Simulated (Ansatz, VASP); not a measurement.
# One calculation of CaCu2S2, two programs

```
Ca Cu S
1.0
     3.94000    0.00000    0.00000
    -1.97000    3.41214    0.00000
     0.00000    0.00000    6.52300
Ca Cu S
1 2 2
Direct
  0.00000 0.00000 0.00000
  0.33333 0.66667 0.37649
  0.66667 0.33333 0.62351
  0.33333 0.66667 0.74630
  0.66667 0.33333 0.25370
```

Alike in both runs: task single point; functional PBE; k mesh 6 × 6 × 4; occupations gaussian, width 0.1 eV; collinear spin.

|  | VASP | Ansatz |
| --- | --- | --- |
| version | VASP 6.6.1 | Ansatz 0.2.0 |
| potentials or method | VASP PAW PBE potentials, release 64 (Ca_sv, Cu, S), cutoff 520 eV | scalar-relativistic, plane waves, PAW |
| valence electrons in the cell | 44 | 60 |

Ansatz gave:

```
gap on the k mesh at the Fermi level (eV)                     : 1.08
least direct gap on the mesh (eV)                             : 1.08
pressure (GPa)                                                : -0.7
traceless stress, the component that is largest in VASP (GPa) : 0.15
rms of the force components (eV/Å)                            : 0.094
net moment per atom (μB)                                      : 0.00
```

Problem. Which values does VASP return?

Solution. gap on the k mesh at the Fermi level (eV): 1.10; least direct gap on the mesh (eV): 1.10; pressure (GPa): -0.5; traceless stress, the component that is largest in VASP (GPa): 0.13; rms of the force components (eV/Å): 0.094; net moment per atom (μB): 0.00.

Atom by atom the forces differ by 0.001 eV/Å (rms over components). VASP's potentials hold 44 valence electrons a cell and Ansatz's 60, so a difference there can come from the potentials and not from the codes. Ansatz's warnings: seeded moment not kept.
